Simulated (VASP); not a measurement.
# Sb3S2 (R-3m) in VASP: further runs

The runs below take Sb3S2 through single point, with PBE.

All numbers are computed with VASP 6.6.1; they aren't measurements. Logs are shortened: lines on timing, memory, paths and dates and some standing lists are left out, and cuts for length are marked.

## (1) The cell of the first run

The structure is trigonal, space group R-3m (No. 166). The conventional cell has a = 6.095 Å, b = 6.095 Å, c = 12.479 Å, α = 90.00°, β = 90.00°, γ = 120.00°. Within 3.6 Å of Sb (site symmetry 2/m) lie 2 S at 2.76 Å and 4 Sb at 3.05 Å. S (site symmetry 3m) has 3 Sb at 2.76 Å and 3 S at 3.52 Å within 3.6 Å.

## (2) Single point, PBE

The input, INCAR:

```
SYSTEM = Sb3S2
ALGO     = Normal         ! electronic algorithm
EDIFF    = 1E-7           ! SCF threshold, eV
ENCUT    = 520            ! plane-wave cutoff, eV
GGA      = PE             ! functional
ISIF     = 2              ! what is computed and relaxed
ISMEAR   = 0              ! smearing method
LASPH    = .TRUE.         ! aspherical terms in the spheres
LCHARG   = .FALSE.        ! write CHGCAR
LREAL    = .FALSE.        ! projectors in reciprocal space
LWAVE    = .FALSE.        ! write WAVECAR
NBANDS   = 22             ! bands
NELM     = 100            ! most SCF steps
PREC     = Accurate       ! precision mode
SIGMA    = 0.1            ! smearing width, eV
```

The input, KPOINTS:

```
k-points
0
G
  3 3 3
  0 0 0
```

The input, POSCAR:

```
Sb3S2
1.0
    3.0475605701      1.7595099155      4.1595697848
   -3.0475605701      1.7595099155      4.1595697848
    0.0000000000     -3.5190198310      4.1595697848
Sb S
3 2
Direct
    0.5000000000      0.5000000000      0.0000000000
    0.0000000000      0.5000000000      0.5000000000
    0.5000000000      0.0000000000      0.5000000000
    0.1626515466      0.1626515466      0.1626515466
    0.8373484534      0.8373484534      0.8373484534
```

Potentials or basis: VASP PAW PBE potentials, release 64 (Sb, S).

Run with:

```sh
cat potpaw_PBE.64/Sb/POTCAR potpaw_PBE.64/S/POTCAR > POTCAR
mpirun -np 1 vasp_std > vasp.out
```

OUTCAR:

```text
SYSTEM = Sb3S2
   EDIFF = 1E-7
   ENCUT = 520
   GGA = PE
   ISIF = 2
   ISMEAR = 0
   LASPH = .TRUE.
   LREAL = .FALSE.
   NELM = 100
   PREC = Accurate

 ion  position               nearest neighbor table
   1  0.500  0.500  0.000-   4 2.76   5 2.76   2 3.05   3 3.05   3 3.05   2 3.05
   2  0.000  0.500  0.500-   4 2.76   5 2.76   1 3.05   1 3.05   3 3.05   3 3.05
   3  0.500  0.000  0.500-   4 2.76   5 2.76   1 3.05   1 3.05   2 3.05   2 3.05
   4  0.163  0.163  0.163-   1 2.76   2 2.76   3 2.76
   5  0.837  0.837  0.837-   1 2.76   2 2.76   3 2.76

  LATTYP: Found a trigonal (rhomboedric) cell.
 ALAT       =     5.4484421045
 COS(alpha) =     0.3742656352

  Lattice vectors:

 A1 = (   3.0475605701,   1.7595099155,   4.1595697848)
 A2 = (  -3.0475605701,   1.7595099155,   4.1595697848)
 A3 = (   0.0000000000,  -3.5190198310,   4.1595697848)

Analysis of symmetry for initial positions (statically):
=====================================================================
 Subroutine PRICEL returns:
 Original cell was already a primitive cell.

 Routine SETGRP: Setting up the symmetry group for a
 trigonal (rhombohedral) supercell.

 Subroutine GETGRP returns: Found 12 space group operations
 (whereof 12 operations were pure point group operations)
 out of a pool of 12 trial point group operations.

The static configuration has the point symmetry D_3d.

Analysis of symmetry for dynamics (positions and initial velocities):
=====================================================================
 Subroutine PRICEL returns:
 Original cell was already a primitive cell.

 Routine SETGRP: Setting up the symmetry group for a
 trigonal (rhombohedral) supercell.

 Subroutine GETGRP returns: Found 12 space group operations
 (whereof 12 operations were pure point group operations)
 out of a pool of 12 trial point group operations.

The dynamic configuration has the point symmetry D_3d.

 Subroutine INISYM returns: Found 12 space group operations
 (whereof 12 operations are pure point group operations),
 and found     1 'primitive' translations

----------------------------------------------------------------------------------------

                                     Primitive cell

  volume of cell :     133.8270

  direct lattice vectors                    reciprocal lattice vectors
     3.047560570  1.759509916  4.159569785     0.164065648  0.094723346  0.080136493
    -3.047560570  1.759509916  4.159569785    -0.164065648  0.094723346  0.080136493
     0.000000000 -3.519019831  4.159569785     0.000000000 -0.189446692  0.080136493

  length of vectors
     5.448442104  5.448442104  5.448442104     0.205698582  0.205698582  0.205698582

  position of ions in fractional coordinates (direct lattice)
     0.500000000  0.500000000  0.000000000
     1.000000000  0.500000000  0.500000000
     0.500000000  1.000000000  0.500000000
     0.162651547  0.162651547  0.162651547
     0.837348453  0.837348453  0.837348453

  ion indices of the primitive-cell ions
   primitive index   ion index
                 1           1
                 2           2
                 3           3
                 4           4
                 5           5

----------------------------------------------------------------------------------------

 KPOINTS: k-points

Automatic generation of k-mesh.
 Grid dimensions read from file:
 generate k-points for:    3    3    3

 Generating k-lattice:

  Cartesian coordinates                     Fractional coordinates (reciprocal lattice)
     0.054688549  0.031574449  0.026712164     0.333333333  0.000000000  0.000000000
    -0.054688549  0.031574449  0.026712164     0.000000000  0.333333333  0.000000000
     0.000000000 -0.063148897  0.026712164     0.000000000  0.000000000  0.333333333

  Length of vectors
     0.068566194  0.068566194  0.068566194

  Shift w.r.t. Gamma in fractional coordinates (k-lattice)
     0.000000000  0.000000000  0.000000000

 Subroutine IBZKPT returns following result:
 ===========================================

 Found      6 irreducible k-points:

 Following reciprocal coordinates:
            Coordinates               Weight
  0.000000  0.000000  0.000000      1.000000
  0.333333 -0.000000  0.000000      6.000000
  0.333333  0.333333  0.000000      6.000000
 -0.333333  0.333333  0.000000      6.000000
  0.333333  0.333333  0.333333      2.000000
 -0.333333  0.333333  0.333333      6.000000
   k-points           NKPTS =      6   k-points in BZ     NKDIM =      6   number of bands    NBANDS=     22
   number of dos      NEDOS =    301   number of ions     NIONS =      5
   total plane-waves  NPLWV =  74088
   dimension x,y,z NGX =    42 NGY =   42 NGZ =   42
   dimension x,y,z NGXF=    84 NGYF=   84 NGZF=   84
   ions per type =               3   2
   NGX,Y,Z   is equivalent  to a cutoff of  12.82, 12.82, 12.82 a.u.
   NGXF,Y,Z  is equivalent  to a cutoff of  25.63, 25.63, 25.63 a.u.
 SYSTEM =  Sb3S2
   PREC   = accura    normal or accurate (medium, high low for compatibility)
   ISTART =      0    job   : 0-new  1-cont  2-samecut
   ICHARG =      2    charge: 1-file 2-atom 10-const
   ISPIN  =      1    spin polarized calculation?
   LNONCOLLINEAR =      F non collinear calculations
   LSORBIT =      F    spin-orbit coupling
   LASPH  =      T    aspherical Exc in radial PAW
   ENCUT  =  520.0 eV  38.22 Ry    6.18 a.u.  10.13 10.13 10.13*2*pi/ulx,y,z
   NELM   =    100;   NELMIN=  2; NELMDL= -5     # of ELM steps
   EDIFF  = 0.1E-06   stopping-criterion for ELM
   LREAL  =      F    real-space projection
   EDIFFG = 0.1E-05   stopping-criterion for IOM
   NSW    =      0    number of steps for IOM
   IBRION =     -1    ionic relax: 0-MD 1-quasi-New 2-CG
   NFREE  =      0    steps in history (QN), initial steepest desc. (CG)
   ISIF   =      2    stress and relaxation
   ISYM   =      2    0-nonsym 1-usesym 2-fastsym
   POTIM  = 0.5000    time-step for ionic-motion
   TEBEG  =    0.0;   TEEND  =   0.0 temperature during run
   PSTRESS=    0.0 pullay stress
   NELECT =      27.0000    total number of electrons
   NUPDOWN=      -1.0000    fix difference up-down
   EMIN   =  10.00;   EMAX   =-10.00  energy-range for DOS
   EFERMI =   0.00;   METHOD = LEGACY
   ISMEAR =     0;   SIGMA  =   0.10  broadening in eV -4-tet -1-fermi 0-gaus
   EFERMI_NEDOS =   21; number of points for ismear=-14 and -15
   IALGO  =     38    algorithm
   IMIX   =      4    mixing-type and parameters
     AMIX     =   0.40;   BMIX     =  1.00
     AMIX_MAG =   1.60;   BMIX_MAG =  1.00
  volume/ion in A,a.u.               =      26.77       180.62
  Fermi-wavevector in a.u.,A,eV,Ry     =   0.960170  1.814458 12.543573  0.921927
  Thomas-Fermi vector in A             =   2.089431
   LORBIT       =      0    0 simple, 1 ext, 2 COOP (PROOUT), +10 PAW based schemes
   GGA     = PE    functional components
   LHFCALC =     F    Hartree Fock is set to
   AEXX    =    0.0000 exact exchange contribution
   IVDW    =     0    specifies the selected vdW correction
   LEPSILON=     F    determine dielectric tensor
   LRPA    =     F    only Hartree local field effects (RPA)
 non-spin polarized calculation
 Gauss-broadening in eV      SIGMA  =   0.10
  energy-cutoff  :      520.00
  volume of cell :      133.83
 maximum number of plane-waves:      3616
 NGX is ok and might be reduce to    42
   NGX = 21   NGY = 21   NGZ = 21

 number of electron      26.9999997 magnetization

 Free energy of the ion-electron system (eV)
  ---------------------------------------------------
  ext. energy  EPLUGINS =         0.00000000
  ---------------------------------------------------
  free energy    TOTEN  =       -19.49601232 eV

  energy without entropy =      -19.46606479  energy(sigma->0) =      -19.48103855

 E-fermi :   5.5448     XC(G=0):  -9.4624

 val. band max:        5.4953312803   @ k =  -0.3333   0.3333   0.3333
 cond. band min:       5.5455964239   @ k =  -0.3333   0.3333   0.0000
 fundamental gap:      0.0502651435
 Fermi energy:         5.5447620298

 k-point     1 :       0.0000    0.0000    0.0000
  band No.  band energies     occupation
      1      -7.9401      2.00000
      2      -6.1537      2.00000
      3      -3.5652      2.00000
      4      -1.8692      2.00000
      5      -1.8692      2.00000
      6       0.2113      2.00000
      7       2.6942      2.00000
      8       2.6942      2.00000
      9       2.7721      2.00000
     10       3.1753      2.00000
     11       3.1753      2.00000
     12       3.3331      2.00000
     13       3.5971      2.00000
     14       3.5971      2.00000
     15       8.0888      0.00000
     16       8.0888      0.00000
     17       9.0144      0.00000
     18       9.8250      0.00000
     19      10.1154      0.00000
     20      11.6925      0.00000
     21      12.0780      0.00000
     22      12.0780      0.00000

 k-point     2 :       0.3333   -0.0000    0.0000
  band No.  band energies     occupation
      1      -7.5080      2.00000
      2      -6.5825      2.00000
      3      -3.7287      2.00000
      4      -2.7214      2.00000
      5      -1.9149      2.00000
      6       0.6429      2.00000
      7       1.8414      2.00000
      8       1.8976      2.00000
      9       3.2899      2.00000
     10       3.6911      2.00000
     11       4.1064      2.00000
     12       4.7977      2.00000
     13       4.8447      2.00000
     14       5.3544      1.99291
     15       6.9928      0.00000
     16       7.1967      0.00000
     17       8.5155      0.00000
     18       8.9201      0.00000
     19       9.2765      0.00000
     20      10.6063      0.00000
     21      11.0021      0.00000
     22      12.3348      0.00000

 k-point     3 :       0.3333    0.3333    0.0000
  band No.  band energies     occupation
      1      -7.3936      2.00000
      2      -6.4801      2.00000
      3      -3.8757      2.00000
      4      -3.1701      2.00000
      5      -2.3734      2.00000
      6       1.5359      2.00000
      7       1.9547      2.00000
      8       2.3351      2.00000
      9       3.3523      2.00000
     10       3.6601      2.00000
     11       3.8901      2.00000
     12       4.5585      2.00000
     13       5.0423      2.00000
     14       5.1882      2.00000
     15       7.2198      0.00000
     16       7.4246      0.00000
     17       8.4488      0.00000
     18       8.6031      0.00000
     19       9.2364      0.00000
     20      11.2728      0.00000
     21      11.4790      0.00000
     22      12.6837      0.00000

 k-point     4 :      -0.3333    0.3333    0.0000
  band No.  band energies     occupation
      1      -6.9879      2.00000
      2      -6.9106      2.00000
      3      -3.8513      2.00000
      4      -3.4821      2.00000
      5      -2.2643      2.00000
      6       1.2084      2.00000
      7       2.1976      2.00000
      8       2.8488      2.00000
      9       3.2347      2.00000
     10       3.7220      2.00000
     11       4.3471      2.00000
     12       5.0254      2.00000
     13       5.0527      2.00000
     14       5.5456      0.99059
     15       7.1702      0.00000
     16       7.4738      0.00000
     17       7.7434      0.00000
     18       8.6245      0.00000
     19       8.8110      0.00000
     20       9.3527      0.00000
     21      11.7154      0.00000
     22      12.7441      0.00000

 k-point     5 :       0.3333    0.3333    0.3333
  band No.  band energies     occupation
      1      -7.3952      2.00000
      2      -6.4613      2.00000
      3      -4.3130      2.00000
      4      -1.9862      2.00000
      5      -1.9862      2.00000
      6       0.0644      2.00000
      7       1.3205      2.00000
      8       1.3205      2.00000
      9       2.7237      2.00000
     10       4.0031      2.00000
     11       4.0031      2.00000
     12       4.7577      2.00000
     13       5.5955      0.47332
     14       5.5955      0.47332
     15       7.4088      0.00000
     16       8.6144      0.00000
     17       8.6144      0.00000
     18      10.3952      0.00000
     19      10.9888      0.00000
     20      10.9888      0.00000
     21      11.4111      0.00000
     22      12.3253      0.00000

 k-point     6 :      -0.3333    0.3333    0.3333
  band No.  band energies     occupation
      1      -6.8951      2.00000
      2      -6.8709      2.00000
      3      -4.2870      2.00000
      4      -3.1729      2.00000
      5      -2.2224      2.00000
      6       0.9344      2.00000
      7       1.8781      2.00000
      8       2.6288      2.00000
      9       3.2654      2.00000
     10       3.5318      2.00000
     11       4.5514      2.00000
     12       4.6059      2.00000
     13       5.4953      1.51548
     14       5.7109      0.01880
     15       7.5303      0.00000
     16       7.6548      0.00000
     17       8.4089      0.00000
     18       8.7602      0.00000
     19       8.8865      0.00000
     20      10.9312      0.00000
     21      11.2947      0.00000
     22      12.3628      0.00000

------------------------ aborting loop because EDIFF is reached ----------------------------------------

  FORCE on cell =-STRESS in cart. coord.  units (eV):
  Direction    XX          YY          ZZ          XY          YZ          ZX
  --------------------------------------------------------------------------------------
  -------------------------------------------------------------------------------------
  Total        0.1874488      0.1874488     -0.0449573      0.0000000      0.0000000      0.0000000
  in kB        2.2441381      2.2441381     -0.5382292      0.0000000      0.0000000      0.0000000
  external PRESSURE =       1.3166824 kB  Pullay stress =       0.0000000 kB

 VOLUME and BASIS-vectors are now :
 -----------------------------------------------------------------------------
  energy-cutoff  :      520.00
  volume of cell :      133.83
      direct lattice vectors                 reciprocal lattice vectors
     3.047560570  1.759509916  4.159569785     0.164065648  0.094723346  0.080136493
    -3.047560570  1.759509916  4.159569785    -0.164065648  0.094723346  0.080136493
     0.000000000 -3.519019831  4.159569785     0.000000000 -0.189446692  0.080136493

 POSITION                                       TOTAL-FORCE (eV/Angst)
 -----------------------------------------------------------------------------------
      0.00000      1.75951      4.15957         0.000000     -0.000000      0.000000
     -1.52378     -0.87975      4.15957         0.000000     -0.000000      0.000000
      1.52378     -0.87975      4.15957         0.000000     -0.000000      0.000000
      0.00000      0.00000      2.02968         0.000000     -0.000000      0.058662
      0.00000      0.00000     10.44903         0.000000      0.000000     -0.058662
 -----------------------------------------------------------------------------------
    total drift:                                0.000000     -0.000000      0.000000

  FREE ENERGIE OF THE ION-ELECTRON SYSTEM (eV)
  ---------------------------------------------------
  free  energy   TOTEN  =       -19.4960123196 eV

  energy  without entropy=      -19.4660647874  energy(sigma->0) =      -19.48103855
```

Run time: 26 s. Hardware: 1 thread of AMD EPYC 7R43 (Zen 3), shared host; peak memory 0.2 GiB.

Results:

```yaml
Free_energy: -19.4960 eV
Pressure: 0.1 GPa
Largest_force: 0.059 eV/Å
```

Forces on the atoms (eV/Å):
```
Sb   0.000  0.000  0.000
Sb   0.000  0.000  0.000
Sb   0.000  0.000  0.000
S    0.000  0.000  0.059
S    0.000  0.000 -0.059
```

Levels at points of the mesh, in eV from the Fermi level:
```csv
k point,band 9,band 10,band 11,band 12,band 13,band 14,band 15,band 16,band 17,band 18
"(0.00, 0.00, 0.00)",-2.77,-2.37,-2.37,-2.21,-1.95,-1.95,2.54,2.54,3.47,4.28
```

Caveat: the k points lie up to 0.43 Å⁻¹ apart; spin-orbit coupling is left out, which moves the levels of the heavy elements.

## (3) Single point, PBE

This run uses another cell than the first one, of 30.31 Å³/atom, 1.132 times its volume.

The input, INCAR:

```
PREC = Accurate
ENCUT = 520
EDIFF = 1E-6
ISMEAR = 0
SIGMA = 0.1
LREAL = False
LASPH = True
NELM = 100
ALGO = Normal
ISIF = 2
LWAVE = False
LCHARG = False
GGA = PE
NBANDS = 22
```

The input, KPOINTS:

```
Automatic mesh
0
Gamma
  3 3 3
```

The input, POSCAR:

```
Sb3S2
1.0
    3.3163399400      1.9146897600      3.9771875900
   -3.3163399400      1.9146897600      3.9771875900
    0.0000000000     -3.8293795200      3.9771875900
Sb S
3 2
Direct
    0.5000000000      0.5000000000      0.0000000000
    0.0000000000      0.5000000000      0.5000000000
    0.5000000000      0.0000000000      0.5000000000
    0.0762349900      0.0762349900      0.0762349900
    0.9237650100      0.9237650100      0.9237650100
```

Potentials or basis: VASP PAW PBE potentials, release 64 (Sb, S).

Run with:

```sh
cat potpaw_PBE.64/Sb/POTCAR potpaw_PBE.64/S/POTCAR > POTCAR
mpirun -np 1 vasp_std > vasp.out
```

Wall time 24 s (1 thread of AMD EPYC 7R43 (Zen 3), shared host); peak memory 0.21 GiB.

It converged, with:

```
Free energy   : -17.4496 eV
Pressure      : -2.2 GPa
Largest force : 4.150 eV/Å
```

Forces in eV/Å, atoms in the order of the input:
```
Sb   0.000  0.000  0.000
Sb   0.000  0.000  0.000
Sb   0.000  0.000  0.000
S    0.000  0.000  4.150
S    0.000  0.000 -4.150
```

Stress tensor (GPa, compression positive):
```
-5.70  0.00  0.00
 0.00 -5.70  0.00
 0.00  0.00  4.93
```

Levels at points of the mesh, in eV from the Fermi level:
```tsv
k point	band 11	band 12	band 13	band 14	band 15	band 16	band 17	band 18
(0.00, 0.00, 0.00)	-1.01	-0.56	-0.41	-0.41	-0.12	-0.12	2.84	3.90
```

Caveat: the k points lie up to 0.40 Å⁻¹ apart; spin-orbit coupling is left out, which moves the levels of the heavy elements; forces of over 1 eV/Å act on the atoms, so gaps and moduli don't describe the material at rest.
